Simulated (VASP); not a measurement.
# In (P6_3/mmc) in VASP: a series of runs

Runs on In. Level: r2SCAN. Tasks: single point.

Everything below comes from runs of VASP 6.6.1. Logs are shortened: lines on timing, memory, paths and dates and some standing lists are left out, and cuts for length are marked.

## (1) The cell of the first run

Symmetry: P6_3/mmc, No. 194, hexagonal system. The conventional cell has a = 3.002 Å, b = 3.002 Å, c = 4.916 Å, α = 90.00°, β = 90.00°, γ = 120.00°. Within 4.0 Å of In (site symmetry -6m2) lie 12 In at 3.00 to 3.01 Å.

## (2) Single point, r2SCAN

Contents of POSCAR:

```
In
1.0
    3.0015416182      0.0000000000      0.0000000000
   -1.5007708091      2.5994112919      0.0000000000
    0.0000000000      0.0000000000      4.9160059271
In
2
Direct
    0.3333333333      0.6666666667      0.2500000000
    0.6666666667      0.3333333333      0.7500000000
```

Contents of INCAR.step1:

```
PREC = Accurate
ENCUT = 520
ISMEAR = -1
SIGMA = 0.05
LREAL = F
LASPH = T
NELM = 80
NBANDS = 20
GGA = PE
ALGO = Normal
EDIFF = 1E-4
LWAVE = T
LCHARG = F
```

Contents of INCAR.step2:

```
PREC = Accurate
ENCUT = 520
EDIFF = 1E-6
ISMEAR = -1
SIGMA = 0.05
LREAL = F
LASPH = T
NELM = 80
ALGO = Normal
ISIF = 2
LWAVE = F
LCHARG = T
METAGGA = R2SCAN
LMIXTAU = T
LELF = T
LVHAR = T
NBANDS = 20
ISTART = 1
```

Contents of KPOINTS:

```
Automatic mesh
0
Gamma
  7 7 4
```

Potentials or basis: VASP PAW PBE potentials, release 64 (In_d).

Run with:

```
> cat potpaw_PBE.64/In_d/POTCAR > POTCAR
> cp INCAR.step1 INCAR
> mpirun -np 1 vasp_std > vasp.out
> cp INCAR.step2 INCAR
> mpirun -np 1 vasp_std > vasp.out
```

OUTCAR:

```text
PREC = Accurate
   ENCUT = 520
   EDIFF = 1E-6
   ISMEAR = -1
   LREAL = F
   LASPH = T
   NELM = 80
   ISIF = 2
   METAGGA = R2SCAN
   ISTART = 1

 ion  position               nearest neighbor table
   1  0.333  0.667  0.250-   2 3.01   2 3.01   2 3.01   2 3.01   2 3.01   2 3.01
   2  0.667  0.333  0.750-   1 3.01   1 3.01   1 3.01   1 3.01   1 3.01   1 3.01

  LATTYP: Found a hexagonal cell.
 ALAT       =     3.0015416182
 C/A-ratio  =     1.6378270077

  Lattice vectors:

 A1 = (   3.0015416182,   0.0000000000,   0.0000000000)
 A2 = (  -1.5007708091,   2.5994112919,   0.0000000000)
 A3 = (   0.0000000000,   0.0000000000,   4.9160059271)

Analysis of symmetry for initial positions (statically):
=====================================================================
 Subroutine PRICEL returns:
 Original cell was already a primitive cell.

 Routine SETGRP: Setting up the symmetry group for a
 hexagonal supercell.

 Subroutine GETGRP returns: Found 24 space group operations
 (whereof 12 operations were pure point group operations)
 out of a pool of 24 trial point group operations.

The static configuration has the point symmetry D_3d.
 The point group associated with its full space group is D_6h.

Analysis of symmetry for dynamics (positions and initial velocities):
=====================================================================
 Subroutine PRICEL returns:
 Original cell was already a primitive cell.

 Routine SETGRP: Setting up the symmetry group for a
 hexagonal supercell.

 Subroutine GETGRP returns: Found 24 space group operations
 (whereof 12 operations were pure point group operations)
 out of a pool of 24 trial point group operations.

The dynamic configuration has the point symmetry D_3d.
 The point group associated with its full space group is D_6h.

 Subroutine INISYM returns: Found 24 space group operations
 (whereof 12 operations are pure point group operations),
 and found     1 'primitive' translations

----------------------------------------------------------------------------------------

                                     Primitive cell

  volume of cell :      38.3559

  direct lattice vectors                    reciprocal lattice vectors
[... 78 lines left out ...]
   ISTART =      1    job   : 0-new  1-cont  2-samecut
   ICHARG =      0    charge: 1-file 2-atom 10-const
   ISPIN  =      1    spin polarized calculation?
   LNONCOLLINEAR =      F non collinear calculations
   LSORBIT =      F    spin-orbit coupling
   LASPH  =      T    aspherical Exc in radial PAW
   ENCUT  =  520.0 eV  38.22 Ry    6.18 a.u.   5.58  5.58  9.14*2*pi/ulx,y,z
   NELM   =     80;   NELMIN=  2; NELMDL=  0     # of ELM steps
   EDIFF  = 0.1E-05   stopping-criterion for ELM
   LREAL  =      F    real-space projection
   EDIFFG = 0.1E-04   stopping-criterion for IOM
   NSW    =      0    number of steps for IOM
   IBRION =     -1    ionic relax: 0-MD 1-quasi-New 2-CG
   NFREE  =      0    steps in history (QN), initial steepest desc. (CG)
   ISIF   =      2    stress and relaxation
   ISYM   =      2    0-nonsym 1-usesym 2-fastsym
   POTIM  = 0.5000    time-step for ionic-motion
   TEBEG  =    0.0;   TEEND  =   0.0 temperature during run
   PSTRESS=    0.0 pullay stress
   NELECT =      26.0000    total number of electrons
   NUPDOWN=      -1.0000    fix difference up-down
   EMIN   =  10.00;   EMAX   =-10.00  energy-range for DOS
   EFERMI =   0.00;   METHOD = LEGACY
   ISMEAR =    -1;   SIGMA  =   0.05  broadening in eV -4-tet -1-fermi 0-gaus
   EFERMI_NEDOS =   21; number of points for ismear=-14 and -15
   IALGO  =     38    algorithm
   IMIX   =      4    mixing-type and parameters
     AMIX     =   0.40;   BMIX     =  1.00
     AMIX_MAG =   1.60;   BMIX_MAG =  1.00
  volume/ion in A,a.u.               =      19.18       129.42
  Fermi-wavevector in a.u.,A,eV,Ry     =   1.438099  2.717612 28.138588  2.068128
  Thomas-Fermi vector in A             =   2.557103
   LORBIT       =      0    0 simple, 1 ext, 2 COOP (PROOUT), +10 PAW based schemes
   METAGGA = R2SCAN    functional components
   LHFCALC =     F    Hartree Fock is set to
   AEXX    =    0.0000 exact exchange contribution
   IVDW    =     0    specifies the selected vdW correction
   LEPSILON=     F    determine dielectric tensor
   LRPA    =     F    only Hartree local field effects (RPA)
 non-spin polarized calculation
  energy-cutoff  :      520.00
  volume of cell :       38.36
 maximum number of plane-waves:      1050
 NGX is ok and might be reduce to    24
   NGX = 11   NGY = 11   NGZ = 19

 number of electron      25.9999992 magnetization

 Free energy of the ion-electron system (eV)
  ---------------------------------------------------
  ext. energy  EPLUGINS =         0.00000000
  ---------------------------------------------------
  free energy    TOTEN  =       -44.15563482 eV

  energy without entropy =      -44.15203316  energy(sigma->0) =      -44.15383399

 E-fermi :  11.7362     XC(G=0): -12.8658

 val. band max:       11.6185657457   @ k =   0.4286   0.0000   0.0000
 cond. band min:      11.8362459921   @ k =   0.2857   0.2857   0.5000
 fundamental gap:      0.2176802464
 Fermi energy:        11.7361932230

 k-point     1 :       0.0000    0.0000    0.0000
  band No.  band energies     occupation
      1      -4.4457      2.00000
      2      -4.1439      2.00000
      3      -4.0952      2.00000
      4      -4.0952      2.00000
      5      -4.0188      2.00000
      6      -4.0188      2.00000
[... 541 lines left out ...]
     19      24.8631      0.00000
     20      24.8631      0.00000

------------------------ aborting loop because EDIFF is reached ----------------------------------------

  FORCE on cell =-STRESS in cart. coord.  units (eV):
  Direction    XX          YY          ZZ          XY          YZ          ZX
  --------------------------------------------------------------------------------------
  -------------------------------------------------------------------------------------
  Total        7.2497995      7.2497995      7.2550529      0.0000000     -0.0000000      0.0000000
  in kB      302.8341237    302.8341237    303.0535654      0.0000000     -0.0000000      0.0000000
  external PRESSURE =     302.9072709 kB  Pullay stress =       0.0000000 kB

 VOLUME and BASIS-vectors are now :
 -----------------------------------------------------------------------------
  energy-cutoff  :      520.00
  volume of cell :       38.36
      direct lattice vectors                 reciprocal lattice vectors
     3.001541618  0.000000000  0.000000000     0.333162130  0.192351246  0.000000000
    -1.500770809  2.599411292  0.000000000     0.000000000  0.384702491  0.000000000
     0.000000000  0.000000000  4.916005927     0.000000000  0.000000000  0.203417167

 POSITION                                       TOTAL-FORCE (eV/Angst)
 -----------------------------------------------------------------------------------
     -0.00000      1.73294      1.22900        -0.000000     -0.000000     -0.000000
      1.50077      0.86647      3.68700         0.000000      0.000000      0.000000
 -----------------------------------------------------------------------------------
    total drift:                               -0.000000      0.000000      0.000000

  FREE ENERGIE OF THE ION-ELECTRON SYSTEM (eV)
  ---------------------------------------------------
  free  energy   TOTEN  =       -44.1556348156 eV

  energy  without entropy=      -44.1520331557  energy(sigma->0) =      -44.15383399
```

OSZICAR.step1:

```text
N       E                     dE             d eps       ncg     rms          rms(c)
DAV:   1     0.215795363239E+03    0.21580E+03   -0.13281E+04   960   0.207E+03
DAV:   2     0.115847351947E+02   -0.20421E+03   -0.20015E+03   980   0.397E+02
DAV:   3    -0.368411044962E+01   -0.15269E+02   -0.15185E+02  1072   0.124E+02
DAV:   4    -0.407550618603E+01   -0.39140E+00   -0.39116E+00  1228   0.203E+01
DAV:   5    -0.409320278671E+01   -0.17697E-01   -0.17696E-01  1368   0.360E+00    0.647E+00
DAV:   6    -0.398683959408E+01    0.10636E+00   -0.13107E-01  1292   0.732E+00    0.306E+00
DAV:   7    -0.395770337116E+01    0.29136E-01   -0.42375E-02  1328   0.382E+00    0.530E-01
DAV:   8    -0.395531769662E+01    0.23857E-02   -0.43711E-03  1276   0.886E-01    0.375E-02
DAV:   9    -0.395534085109E+01   -0.23154E-04   -0.42495E-05   640   0.624E-02
   1 F= -.39553409E+01 E0= -.39530087E+01  d E =-.466426E-02
```

It took 29 s on 1 thread of Intel Xeon 6975P-C (Granite Rapids), shared host; peak memory 0.16 GiB.

Results:

- Free energy: -44.1556 eV
- Pressure: 30.3 GPa
- Band gap on the k mesh: zero (band 13 reaches 16.92 eV, above the bottom of band 14 at 8.75 eV)

Caveat: the PAW data sets were made with another functional, which shifts forces and pressure a little; spin-orbit coupling is left out, which moves the levels of the heavy elements.

## (3) Single point, r2SCAN

This run uses another cell than the first one, of 20.47 Å³/atom, 1.067 times its volume.

Contents of POSCAR:

```
In
1.0
    3.0679419137      0.0000000000      0.0000000000
   -1.5339709569      2.6569156346      0.0000000000
    0.0000000000      0.0000000000      5.0228834178
In
2
Direct
    0.3333333333      0.6666666667      0.2500000000
    0.6666666667      0.3333333333      0.7500000000
```

Contents of INCAR.step1:

```
SYSTEM = In
  ALGO = Normal
  EDIFF = 1E-4
  ENCUT = 520
  GGA = PE
  ISMEAR = -1
  LASPH = .True.
  LCHARG = .False.
  LREAL = .False.
  LWAVE = .True.
  NBANDS = 20
  NELM = 60
  PREC = Accurate
  SIGMA = 0.05
```

Contents of INCAR.step2:

```
SYSTEM = In
  ALGO = Normal
  EDIFF = 1E-7
  ENCUT = 520
  ISIF = 2
  ISMEAR = -1
  ISTART = 1
  LASPH = .True.
  LCHARG = .False.
  LMIXTAU = .True.
  LREAL = .False.
  LWAVE = .False.
  METAGGA = R2SCAN
  NBANDS = 20
  NELM = 60
  PREC = Accurate
  SIGMA = 0.05
```

Contents of KPOINTS:

```
k-points
0
Gamma
  7 7 4
  0 0 0
```

Potentials or basis: VASP PAW PBE potentials, release 64 (In_d).

Run with:

```
> cat potpaw_PBE.64/In_d/POTCAR > POTCAR
> cp INCAR.step1 INCAR
> mpirun -np 1 vasp_std > vasp.out
> cp INCAR.step2 INCAR
> mpirun -np 1 vasp_std > vasp.out
```

Run time: 34 s. Hardware: 1 thread of Intel Xeon 6975P-C (Granite Rapids), shared host; peak memory 0.16 GiB.

It converged, with:

| Quantity | Value |
| --- | --- |
| Free energy | -44.5603 eV |
| Pressure | 20.2 GPa |
| Band gap on the k mesh | zero (band 13 reaches 15.65 eV, above the bottom of band 14 at 7.76 eV) |

Levels at points of the mesh, in eV from the Fermi level:
| k point | band 9 | band 10 | band 11 | band 12 | band 13 | band 14 | band 15 | band 16 | band 17 | band 18 |
| --- | --- | --- | --- | --- | --- | --- | --- | --- | --- | --- |
| (0.00, 0.00, 0.00) | -15.14 | -15.14 | -12.15 | -4.98 | -4.70 | 10.71 | 10.71 | 11.95 | 12.88 | 12.88 |
| (0.00, 0.00, 0.50) | -15.26 | -15.26 | -10.35 | -10.35 | 3.88 | 3.88 | 12.05 | 12.05 | 12.05 | 12.05 |

Caveat: the PAW data sets were made with another functional, which shifts forces and pressure a little; spin-orbit coupling is left out, which moves the levels of the heavy elements.

## (4) Single point, r2SCAN

This run uses another cell than the first one, of 22.40 Å³/atom, 1.168 times its volume.

Contents of POSCAR:

```
In
1.0
    3.1619666351      0.0000000000      0.0000000000
   -1.5809833175      2.7383434319      0.0000000000
    0.0000000000      0.0000000000      5.1732657261
In
2
Direct
    0.3333333333      0.6666666667      0.2500000000
    0.6666666667      0.3333333333      0.7500000000
```

Contents of INCAR.step1:

```
SYSTEM = In
ALGO     = Normal         ! electronic algorithm
EDIFF    = 1E-4           ! SCF threshold, eV
ENCUT    = 520            ! plane-wave cutoff, eV
GGA      = PE             ! functional
ISMEAR   = -1             ! smearing method
LASPH    = .TRUE.         ! aspherical terms in the spheres
LCHARG   = .FALSE.        ! write CHGCAR
LREAL    = .FALSE.        ! projectors in reciprocal space
LWAVE    = .TRUE.         ! write WAVECAR
NBANDS   = 20             ! bands
NELM     = 80             ! most SCF steps
PREC     = Accurate       ! precision mode
SIGMA    = 0.05           ! smearing width, eV
```

Contents of INCAR.step2:

```
SYSTEM = In
ALGO     = Normal         ! electronic algorithm
EDIFF    = 1E-7           ! SCF threshold, eV
ENCUT    = 520            ! plane-wave cutoff, eV
ISIF     = 2              ! what is computed and relaxed
ISMEAR   = -1             ! smearing method
ISTART   = 1            
LASPH    = .TRUE.         ! aspherical terms in the spheres
LCHARG   = .TRUE.         ! write CHGCAR
LELF     = .TRUE.         ! ELF
LMIXTAU  = .TRUE.       
LREAL    = .FALSE.        ! projectors in reciprocal space
LVHAR    = .TRUE.       
LWAVE    = .FALSE.        ! write WAVECAR
METAGGA  = R2SCAN         ! meta-GGA
NBANDS   = 20             ! bands
NELM     = 80             ! most SCF steps
PREC     = Accurate       ! precision mode
SIGMA    = 0.05           ! smearing width, eV
```

Contents of KPOINTS:

```
k-points
0
G
  7 7 4
  0 0 0
```

Potentials or basis: VASP PAW PBE potentials, release 64 (In_d).

Run with:

```
> cat potpaw_PBE.64/In_d/POTCAR > POTCAR
> cp INCAR.step1 INCAR
> mpirun -np 1 vasp_std > vasp.out
> cp INCAR.step2 INCAR
> mpirun -np 1 vasp_std > vasp.out
```

OUTCAR:

```text
SYSTEM = In
   EDIFF = 1E-7
   ENCUT = 520
   ISIF = 2
   ISMEAR = -1
   ISTART = 1
   LASPH = .TRUE.
   LREAL = .FALSE.
   METAGGA = R2SCAN
   NELM = 80
   PREC = Accurate

 ion  position               nearest neighbor table
   1  0.333  0.667  0.250-   2 3.17   2 3.17   2 3.17   2 3.17   2 3.17   2 3.17
   2  0.667  0.333  0.750-   1 3.17   1 3.17   1 3.17   1 3.17   1 3.17   1 3.17

  LATTYP: Found a hexagonal cell.
 ALAT       =     3.1619666351
 C/A-ratio  =     1.6360911809

  Lattice vectors:

[... 738 lines left out ...]
------------------------ aborting loop because EDIFF is reached ----------------------------------------

  FORCE on cell =-STRESS in cart. coord.  units (eV):
  Direction    XX          YY          ZZ          XY          YZ          ZX
  --------------------------------------------------------------------------------------
  -------------------------------------------------------------------------------------
  Total        2.8220414      2.8220414      2.8289411      0.0000000     -0.0000000     -0.0000000
  in kB      100.9401562    100.9401562    101.1869507      0.0000000     -0.0000000     -0.0000000
  external PRESSURE =     101.0224210 kB  Pullay stress =       0.0000000 kB

 VOLUME and BASIS-vectors are now :
 -----------------------------------------------------------------------------
  energy-cutoff  :      520.00
  volume of cell :       44.79
      direct lattice vectors                 reciprocal lattice vectors
     3.161966635  0.000000000  0.000000000     0.316258872  0.182592145  0.000000000
    -1.580983318  2.738343432  0.000000000     0.000000000  0.365184289  0.000000000
     0.000000000  0.000000000  5.173265726     0.000000000  0.000000000  0.193301495

 POSITION                                       TOTAL-FORCE (eV/Angst)
 -----------------------------------------------------------------------------------
     -0.00000      1.82556      1.29332         0.000000     -0.000000      0.000000
      1.58098      0.91278      3.87995        -0.000000      0.000000      0.000000
 -----------------------------------------------------------------------------------
    total drift:                               -0.000000      0.000000      0.000000

  FREE ENERGIE OF THE ION-ELECTRON SYSTEM (eV)
  ---------------------------------------------------
  free  energy   TOTEN  =       -44.9168239331 eV

  energy  without entropy=      -44.9102704485  energy(sigma->0) =      -44.91354719
```

OSZICAR.step1:

```text
N       E                     dE             d eps       ncg     rms          rms(c)
DAV:   1     0.214038473780E+03    0.21404E+03   -0.13235E+04   980   0.195E+03
DAV:   2     0.103394216965E+02   -0.20370E+03   -0.20004E+03   972   0.384E+02
DAV:   3    -0.446325719164E+01   -0.14803E+02   -0.14721E+02  1116   0.121E+02
DAV:   4    -0.486406626827E+01   -0.40081E+00   -0.40039E+00  1196   0.207E+01
DAV:   5    -0.488436538754E+01   -0.20299E-01   -0.20297E-01  1400   0.386E+00    0.462E+00
DAV:   6    -0.481398062602E+01    0.70385E-01   -0.10552E-01  1300   0.595E+00    0.216E+00
DAV:   7    -0.479778114958E+01    0.16199E-01   -0.32919E-02  1300   0.301E+00    0.446E-01
DAV:   8    -0.479650162057E+01    0.12795E-02   -0.27164E-03  1192   0.667E-01    0.415E-02
DAV:   9    -0.479652076008E+01   -0.19140E-04   -0.43254E-05   616   0.727E-02
   1 F= -.47965208E+01 E0= -.47928315E+01  d E =-.737860E-02
```

It took 36 s on 1 thread of Intel Xeon 6975P-C (Granite Rapids), shared host; peak memory 0.17 GiB.

What came out:

```
Free energy            : -44.9168 eV
Pressure               : 10.1 GPa
Band gap on the k mesh : zero (band 13 reaches 13.98 eV, above the bottom of band 14 at 6.58 eV)
```

Caveat: the PAW data sets were made with another functional, which shifts forces and pressure a little; spin-orbit coupling is left out, which moves the levels of the heavy elements.

## (5) Single point, r2SCAN

This run uses another cell than the first one, of 26.11 Å³/atom, 1.362 times its volume.

Contents of POSCAR:

```
In
1.0
    3.3283437935      0.0000000000      0.0000000000
   -1.6641718967      2.8824302777      0.0000000000
    0.0000000000      0.0000000000      5.4441669681
In
2
Direct
    0.3333333333      0.6666666667      0.2500000000
    0.6666666667      0.3333333333      0.7500000000
```

Contents of INCAR.step1:

```
SYSTEM = In
  PREC = Accurate
  ENCUT = 520
  ISMEAR = -1
  SIGMA = 0.05
  LREAL = .FALSE.
  LASPH = .TRUE.
  NELM = 80
  NBANDS = 20
  GGA = PE
  ALGO = Normal
  EDIFF = 1E-4
  LWAVE = .TRUE.
  LCHARG = .FALSE.
```

Contents of INCAR.step2:

```
SYSTEM = In
  PREC = Accurate
  ENCUT = 520
  EDIFF = 1E-7
  ISMEAR = -1
  SIGMA = 0.05
  LREAL = .FALSE.
  LASPH = .TRUE.
  NELM = 80
  ALGO = Normal
  ISIF = 2
  LWAVE = .FALSE.
  LCHARG = .TRUE.
  METAGGA = R2SCAN
  LMIXTAU = .TRUE.
  LELF = .TRUE.
  LVHAR = .TRUE.
  NBANDS = 20
  ISTART = 1
```

Contents of KPOINTS:

```
Automatic mesh
0
G
  7 7 4
  0 0 0
```

Run with:

```
> cat potpaw_PBE.64/In_d/POTCAR > POTCAR
> cp INCAR.step1 INCAR
> mpirun -np 1 vasp_std > vasp.out
> cp INCAR.step2 INCAR
> mpirun -np 1 vasp_std > vasp.out
```

Wall time 76 s (1 thread of Intel Xeon 6975P-C (Granite Rapids), shared host); peak memory 0.17 GiB.

Results (log left out):

- Free energy: -45.1228 eV
- Pressure: 0.0 GPa
- Band gap on the k mesh: zero (band 13 reaches 11.35 eV, above the bottom of band 14 at 5.01 eV)

Levels at points of the mesh, in eV from the Fermi level:
```
           k point  band 11  band 12  band 13  band 14  band 15  band 16
(0.00, 0.00, 0.00)   -10.19    -4.63    -3.74     8.72     8.72    10.66
(0.00, 0.00, 0.50)    -8.72    -8.72     3.16     3.16     9.83     9.83
```

Caveat: the PAW data sets were made with another functional, which shifts forces and pressure a little; spin-orbit coupling is left out, which moves the levels of the heavy elements.

## (6) Summary

| cell | gap on the mesh (eV) | pressure (GPa) |
| --- | --- | --- |
| a = 3.002, b = 3.002, c = 4.916 Å, angles 90.0, 90.0, 120.0°, 2 atoms | none | 30.3 |
| a = 3.068, b = 3.068, c = 5.023 Å, angles 90.0, 90.0, 120.0°, 2 atoms | none | 20.2 |
| a = 3.162, b = 3.162, c = 5.173 Å, angles 90.0, 90.0, 120.0°, 2 atoms | none | 10.1 |
| a = 3.328, b = 3.328, c = 5.444 Å, angles 90.0, 90.0, 120.0°, 2 atoms | none | 0.0 |

Alike in all rows: task single point; level r2SCAN; potentials or basis VASP PAW PBE potentials, release 64 (In_d); no spin polarisation; k mesh 7 × 7 × 4; cutoff (eV) 520; smearing fermi-dirac 0.05 eV.

Caveats: the PAW data sets were made with another functional, which shifts forces and pressure a little; spin-orbit coupling is left out, which moves the levels of the heavy elements.

Absolute energies hang on the potentials; compare differences alone.
